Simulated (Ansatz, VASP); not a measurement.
InGaN in VASP and in Ansatz

```
In Ga N
1.0
     4.58716    0.00000    0.00000
    -2.29358    3.97260    0.00000
     0.00000    0.00000    3.07505
In Ga N
1 1 1
Direct
  0.33333 0.66667 0.50000
  0.00000 0.00000 0.50000
  0.66667 0.33333 0.00000
```

Change from the starting cell: species swapped into the CaCuGe type (P-6m2, No. 187).

Alike in both runs: functional PBE; k mesh 12 × 12 × 14; occupations gaussian, width 0.1 eV; collinear spin.

Ansatz relaxed the structure, and its values are those at the end. VASP's run is a single point on that final structure, the one shown.

```csv
,VASP,Ansatz
version,VASP 6.6.1,Ansatz 0.2.0
potentials or method,"VASP PAW PBE potentials, release 64 (In_d, Ga_d, N), cutoff 520 eV","scalar-relativistic, plane waves, PAW"
valence electrons in the cell,31,31
```

VASP gave:

```
gap on the k mesh at the Fermi level (eV)                     : none
pressure (GPa)                                                : 0.0
net moment per atom (μB)                                      : 0.35
size of the moment on the site where the two differ most (μB) : 0.85
```

Task: What did Ansatz give for the same quantities?

Result: gap on the k mesh at the Fermi level (eV): none; pressure (GPa): 0.0; net moment per atom (μB): 0.35; size of the moment on the site where the two differ most (μB): 1.18.

Site moments also hang on the region over which each program counts them. A gap of «none» marks a metal or a gap that the smearing closes. With one functional, cell and mesh, what is left measures potentials, basis and numerics.
